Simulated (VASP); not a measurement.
Here is a VASP 6.6.1 calculation.

The input INCAR:

```
  PREC = Accurate
  ENCUT = 520
  EDIFF = 1E-6
  ISMEAR = -1
  SIGMA = 0.1
  LREAL = False
  LASPH = True
  NELM = 150
  ALGO = Normal
  ISIF = 2
  LWAVE = False
  LCHARG = False
  ISPIN = 2
  MAGMOM = 0 1.8
  LORBIT = 11
  LMAXMIX = 4
  GGA = PS
  NBANDS = 20
```

KPOINTS

```
regular mesh
0
Gamma
  10 10 10
```

POSCAR

```
HfCo
1.0
    3.1640000000      0.0000000000      0.0000000000
    0.0000000000      3.1640000000      0.0000000000
    0.0000000000      0.0000000000      3.1640000000
Hf Co
1 1
Direct
    0.5000000000      0.5000000000      0.5000000000
    0.0000000000      0.0316055626      0.0000000000
```

Potentials or basis: VASP PAW PBE potentials, release 64 (Hf_pv, Co).

Launch:

```console
$ cat potpaw_PBE.64/Hf_pv/POTCAR potpaw_PBE.64/Co/POTCAR > POTCAR
$ mpirun -np 1 vasp_std > vasp.out
```

Q: Estimate the largest force.

A: 0.380 eV/Å.

Q: Predict the site moments.

A: Hf +0.07; Co -0.69 μB.

Q: What does it give for the net moment?

A: -0.60 μB per cell.

Forces on the atoms (eV/Å):
```
Hf   0.000  0.380  0.000
Co   0.000 -0.380  0.000
```

Caveat: the cell stands under tension; the PAW data sets were made with another functional, which shifts forces and pressure a little.
